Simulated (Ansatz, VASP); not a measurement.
# Mg in VASP and in Ansatz

```
CELL_PARAMETERS angstrom
6.41860 0.00000 0.00000
-3.20930 5.55867 0.00000
0.00000 0.00000 10.42060
ATOMIC_POSITIONS crystal
Mg 0.16667 0.33333 0.12500
Mg 0.16667 0.33333 0.62500
Mg 0.16667 0.83333 0.12500
Mg 0.16667 0.83333 0.62500
Mg 0.66667 0.33333 0.12500
Mg 0.66667 0.33333 0.62500
Mg 0.66667 0.83333 0.12500
Mg 0.66667 0.83333 0.62500
Mg 0.33333 0.16667 0.37500
Mg 0.33333 0.16667 0.87500
Mg 0.33333 0.66667 0.37500
Mg 0.33333 0.66667 0.87500
Mg 0.83333 0.16667 0.37500
Mg 0.83333 0.16667 0.87500
Mg 0.83333 0.66667 0.37500
Mg 0.83333 0.66667 0.87500
```

Alike in both runs: task electric field gradients; functional PBEsol; k mesh 6 × 6 × 4; occupations fermi-dirac, width 0.05 eV; no spin polarisation.

```csv
,VASP,Ansatz
version,VASP 6.6.1,Ansatz 0.2.0
potentials or method,"VASP PAW PBE potentials, release 64 (Mg), cutoff 520 eV","plane-wave PAW, scalar-relativistic"
valence electrons in the cell,32,160
```

```tsv
	VASP	Ansatz	Ansatz less VASP
size of Vzz on the site where it differs most (V/Å²)	1.1	1.1	+0.07
```

VASP's potentials were made for PBE, not for PBEsol, and Ansatz warns of the same on its side. VASP's potentials hold 32 valence electrons a cell and Ansatz's 160, so a difference there can come from the potentials and not from the codes.
